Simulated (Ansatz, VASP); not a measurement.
## BN in VASP and in Ansatz

```
B N
1.0
     0.03492    1.79463    1.79463
     1.79463    0.03492    1.79463
     1.79463    1.79463    0.03492
B N
1 1
Cartesian
  0.0007 0.0007 0.0007
  0.9053 0.9053 0.9053
```

Change from the starting cell: epitaxial_111 strain -2.5%.

Alike in both runs: task single point; functional HSE06; k mesh 8 × 8 × 8; no spin polarisation.

```csv
,VASP,Ansatz
version,VASP 6.6.1,Ansatz 0.2.0
potentials or method,"VASP PAW PBE potentials, release 64 (B, N)","plane waves, PAW"
plane-wave cutoff (eV),520,420
occupations,"gaussian, width 0.01 eV",fixed
valence electrons in the cell,8,8
```

```csv
,VASP,Ansatz,Ansatz less VASP
gap on the k mesh at the Fermi level (eV),5.76,5.77,+0.014
pressure (GPa),16.3,15.7,-0.67
"traceless stress, the component that is largest in VASP (GPa)",-10.24,-10.17,+0.076
rms of the force components (eV/Å),0.018,0.014,-0.0037
```

Atom by atom the forces differ by 0.004 eV/Å (rms over components). Ansatz's warnings: stress exchange threshold loose, stress scf threshold loose.
